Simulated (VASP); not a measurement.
Set up this calculation in VASP 6.6.1, as the native input.

```yaml
Task: electric field gradients
Functional: PBEsol
Potentials_or_basis: VASP PAW PBE potentials, release 64 (Sc_sv, Pd)
Cutoff: 520 eV
k_mesh: 11 × 11 × 11
Occupations: fermi-dirac, width 0.05 eV
Spin: no spin polarisation
Dipole_correction: no
Further_INCAR_settings: ALGO = Normal; EDIFF = 1e-08; NBANDS = 18
```

The structure of ScPd lies in POSCAR:

```
ScPd
1.0
    3.2994663000      0.0000000000      0.0000000000
    0.0000000000      3.2994663000      0.0000000000
    0.0000000000      0.0000000000      3.2994663000
Sc Pd
1 1
Direct
    0.5000000000      0.5000000000      0.5000000000
    0.0000000000      0.0000000000      0.0000000000
```

These files were run (other wordings do the same):

INCAR

```
SYSTEM = ScPd
PREC = Accurate ; ENCUT = 520
EDIFF = 1E-8 ; ISMEAR = -1
SIGMA = 0.05 ; LREAL = .False.
LASPH = .True. ; NELM = 60
ALGO = Normal ; ISIF = 2
LWAVE = .False. ; LCHARG = .False.
GGA = PS ; LEFG = .True.
NBANDS = 18
```

KPOINTS

```
regular mesh
0
Gamma
  11 11 11
  0 0 0
```

Potentials or basis: VASP PAW PBE potentials, release 64 (Sc_sv, Pd).

Command:

```bash
$ cat potpaw_PBE.64/Sc_sv/POTCAR potpaw_PBE.64/Pd/POTCAR > POTCAR
$ mpirun -np 1 vasp_std > vasp.out
```

It gave:

```
Pressure : -3.5 GPa
```

Caveat: without QUAD_EFG the Cq values of the log hold for a quadrupole moment of 1 mb, not for the nuclei; the PAW data sets were made with another functional, which shifts forces and pressure a little.

Run time: 44 s on 1 thread of Intel(R) Xeon(R) Platinum 8259CL CPU @ 2.50GHz (Skylake/Cascade Lake), on a shared host, peak memory 0.18 GiB.
